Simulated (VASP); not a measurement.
# Ti3Al (Fm-3m) in VASP: notebook, part 2 of 2

VASP 6.6.1. The steps go on from the part before.

**4. Single point, PBEsol, collinear spin (18.28 Å³/atom)**

This run uses another cell than the first one, of 18.28 Å³/atom.

File INCAR:

```
SYSTEM = Ti3Al
PREC = Accurate
ENCUT = 520
EDIFF = 1E-6
ISMEAR = 0
SIGMA = 0.15
LREAL = .False.
LASPH = .True.
NELM = 150
ALGO = Normal
ISIF = 2
LWAVE = .False.
LCHARG = .True.
ISPIN = 2
MAGMOM = 0.7 0.7 0.7 0
LORBIT = 11
NUPDOWN = 2.1
LMAXMIX = 4
GGA = PS
LELF = .True.
LVHAR = .True.
NBANDS = 32
```

File KPOINTS:

```
Automatic mesh
0
Gamma
  12 12 12
  0 0 0
```

File POSCAR:

```
Ti3Al
1.0
    0.0000000000      3.3188998145      3.3188998145
    3.3188998145      0.0000000000      3.3188998145
    3.3188998145      3.3188998145      0.0000000000
Ti Al
3 1
Direct
    0.7500000000      0.7500000000      0.7500000000
    0.2500000000      0.2500000000      0.2500000000
    0.0000000000      0.0000000000      0.0000000000
    0.5000000000      0.5000000000      0.5000000000
```

Potentials or basis: VASP PAW PBE potentials, release 64 (Ti_sv, Al).

Launch:

```
$ cat potpaw_PBE.64/Ti_sv/POTCAR potpaw_PBE.64/Al/POTCAR > POTCAR
$ mpirun -np 1 vasp_std > vasp.out
```

OUTCAR:

```text
SYSTEM = Ti3Al
   PREC = Accurate
   ENCUT = 520
   EDIFF = 1E-6
   ISMEAR = 0
   LREAL = .False.
   LASPH = .True.
   NELM = 150
   ISIF = 2
   ISPIN = 2
   LORBIT = 11
   NUPDOWN = 2.1
   GGA = PS

 ion  position               nearest neighbor table
   1  0.750  0.750  0.750-   4 2.87   4 2.87   4 2.87   3 2.87   4 2.87   3 2.87   3 2.87   3 2.87

   2  0.250  0.250  0.250-   3 2.87   3 2.87   3 2.87   3 2.87   4 2.87   4 2.87   4 2.87   4 2.87

   3  0.000  0.000  0.000-   1 2.87   1 2.87   1 2.87   1 2.87   2 2.87   2 2.87   2 2.87   2 2.87

   4  0.500  0.500  0.500-   2 2.87   2 2.87   2 2.87   1 2.87   2 2.87   1 2.87   1 2.87   1 2.87

  LATTYP: Found a face centered cubic cell.
 ALAT       =     6.6377996290

  Lattice vectors:

 A1 = (   0.0000000000,   3.3188998145,   3.3188998145)
 A2 = (   3.3188998145,   0.0000000000,   3.3188998145)
 A3 = (   3.3188998145,   3.3188998145,   0.0000000000)

Analysis of symmetry for initial positions (statically):
=====================================================================
 Subroutine PRICEL returns:
 Original cell was already a primitive cell.

 Routine SETGRP: Setting up the symmetry group for a
 face centered cubic supercell.

 Subroutine GETGRP returns: Found 48 space group operations
 (whereof 48 operations were pure point group operations)
 out of a pool of 48 trial point group operations.

The static configuration has the point symmetry O_h .

Analysis of symmetry for dynamics (positions and initial velocities):
=====================================================================
 Subroutine PRICEL returns:
 Original cell was already a primitive cell.

 Routine SETGRP: Setting up the symmetry group for a
 face centered cubic supercell.

 Subroutine GETGRP returns: Found 48 space group operations
 (whereof 48 operations were pure point group operations)
 out of a pool of 48 trial point group operations.

The dynamic configuration has the point symmetry O_h .

Analysis of structural, dynamic, and magnetic symmetry:
[... 165 lines left out ...]
 val. band max:        7.2091551698   @ k =   0.2500   0.0000   0.0000
 cond. band min:       7.2096905677   @ k =  -0.4167   0.1667   0.0000
 fundamental gap:      0.0005353978
 Fermi energy:         7.2034337429

 spin component 1

 k-point     1 :       0.0000    0.0000    0.0000
  band No.  band energies     occupation
      1     -49.5201      1.00000
      2     -49.4560      1.00000
      3     -49.3701      1.00000
      4     -25.9243      1.00000
      5     -25.9243      1.00000
      6     -25.9243      1.00000
[... 805 lines left out ...]
     30      11.0122      0.00000
     31      11.2622      0.00000

 [... further k-points ...]

 spin component 2

 k-point     1 :       0.0000    0.0000    0.0000
  band No.  band energies     occupation
      1     -49.2456      1.00000
      2     -49.2159      1.00000
      3     -48.5055      1.00000
      4     -25.6167      1.00000
      5     -25.6167      1.00000
      6     -25.6167      1.00000
[... 805 lines left out ...]
     30      11.4040      0.00000
     31      11.5901      0.00000

 [... further k-points ...]

 [bands above 31 left out]

------------------------ aborting loop because EDIFF is reached ----------------------------------------

  FORCE on cell =-STRESS in cart. coord.  units (eV):
  Direction    XX          YY          ZZ          XY          YZ          ZX
  --------------------------------------------------------------------------------------
  -------------------------------------------------------------------------------------
  Total       -4.9695615     -4.9695615     -4.9695615      0.0000000      0.0000000      0.0000000
  in kB     -108.8970793   -108.8970793   -108.8970793      0.0000000      0.0000000      0.0000000
  external PRESSURE =    -108.8970793 kB  Pullay stress =       0.0000000 kB

 VOLUME and BASIS-vectors are now :
 -----------------------------------------------------------------------------
  energy-cutoff  :      520.00
  volume of cell :       73.12
      direct lattice vectors                 reciprocal lattice vectors
     0.000000000  3.318899814  3.318899814    -0.150652333  0.150652333  0.150652333
     3.318899814  0.000000000  3.318899814     0.150652333 -0.150652333  0.150652333
     3.318899814  3.318899814  0.000000000     0.150652333  0.150652333 -0.150652333

 POSITION                                       TOTAL-FORCE (eV/Angst)
 -----------------------------------------------------------------------------------
      4.97835      4.97835      4.97835         0.000000      0.000000      0.000000
      1.65945      1.65945      1.65945        -0.000000     -0.000000     -0.000000
      0.00000      0.00000      0.00000        -0.000000      0.000000      0.000000
      3.31890      3.31890      3.31890        -0.000000      0.000000      0.000000
 -----------------------------------------------------------------------------------
    total drift:                                0.000000      0.000000      0.000000

  FREE ENERGIE OF THE ION-ELECTRON SYSTEM (eV)
  ---------------------------------------------------
  free  energy   TOTEN  =       -29.4631959090 eV

  energy  without entropy=      -29.3973344755  energy(sigma->0) =      -29.43026519

 total charge

# of ion       s       p       d       tot
------------------------------------------
    1        2.200   6.108   1.856  10.163
    2        2.200   6.108   1.856  10.163
    3        2.235   6.084   1.918  10.236
    4        0.399   0.383   0.000   0.782
--------------------------------------------------
tot          7.033  18.682   5.630  31.345

 magnetization (x)

# of ion       s       p       d       tot
------------------------------------------
    1        0.003   0.029   0.245   0.277
    2        0.003   0.029   0.245   0.277
    3        0.013   0.030   0.966   1.009
    4       -0.007  -0.014   0.000  -0.021
--------------------------------------------------
tot          0.011   0.075   1.456   1.541
```

Run time: 2.7 min. Hardware: 1 thread of Intel Xeon 6975P-C (Granite Rapids), shared host; peak memory 0.39 GiB.

Results:

- Free energy: -29.4632 eV
- Pressure: -10.9 GPa
- Net moment: 2.10 μB per cell
- Site moments: Ti +0.28, +1.01 (each value once); Al -0.02 μB
- Valence electrons inside the program's atomic spheres: Ti 10.16, 10.24 (each value once); Al 0.78

Caveat: the cell stands under tension; the PAW data sets were made with another functional, which shifts forces and pressure a little; the total moment is fixed, so each spin has its own Fermi level and the state may be an excited one.

**5. Overview**

```csv
fixed moment (μB),cell,pressure (GPa),moment (μB)
1.5,"a = 4.513 Å, angles 60.0°, 4 atoms",-0.1,1.50
2.7,"a = 4.513 Å, angles 60.0°, 4 atoms",1.0,2.70
2.1,"a = 4.694 Å, angles 60.0°, 4 atoms",-10.9,2.10
```

Alike in all rows: task single point; level PBEsol; potentials or basis VASP PAW PBE potentials, release 64 (Ti_sv, Al); spin collinear; k mesh 12 × 12 × 12; cutoff (eV) 520; smearing gaussian 0.15 eV.

Caveats: the PAW data sets were made with another functional, which shifts forces and pressure a little; the total moment is fixed, so each spin has its own Fermi level and the state may be an excited one; the cell stands under tension (at least some runs).

Total energies depend on the potentials used, so only differences within one code and one set of settings carry meaning.
